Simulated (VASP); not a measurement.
A run of VASP 6.6.1 is set up as follows.

INCAR

```
SYSTEM = PtSe2
PREC = Accurate ; ENCUT = 520
EDIFF = 1E-7 ; ISMEAR = 0
SIGMA = 0.1 ; LREAL = .False.
LASPH = .True. ; NELM = 60
ALGO = Normal ; ISIF = 2
LWAVE = .False. ; LCHARG = .False.
GGA = PE ; NBANDS = 18
```

The input KPOINTS:

```
regular mesh
0
Gamma
  18 18 18
  0 0 0
```

File POSCAR:

```
PtSe2
1.0
   -1.5607784072      1.5607784072      6.2111485232
    1.5607784072     -1.5607784072      6.2111485232
    1.5607784072      1.5607784072     -6.2111485232
Pt Se
1 2
Direct
    0.0000000000      0.0000000000      0.0000000000
    0.6322194779      0.6322194779      0.0000000000
    0.3677805221      0.3677805221      0.0000000000
```

Potentials or basis: VASP PAW PBE potentials, release 64 (Pt, Se).

Command:

```sh
$ cat potpaw_PBE.64/Pt/POTCAR potpaw_PBE.64/Se/POTCAR > POTCAR
$ mpirun -np 1 vasp_std > vasp.out
```

(1) Estimate the pressure.

(2) Estimate the band gap on the k mesh.

Results:

(1) -0.1 GPa.

(2) zero (band 11 reaches 7.54 eV, above the bottom of band 12 at 5.96 eV).

Caveat: spin-orbit coupling is left out, which moves the levels of the heavy elements.
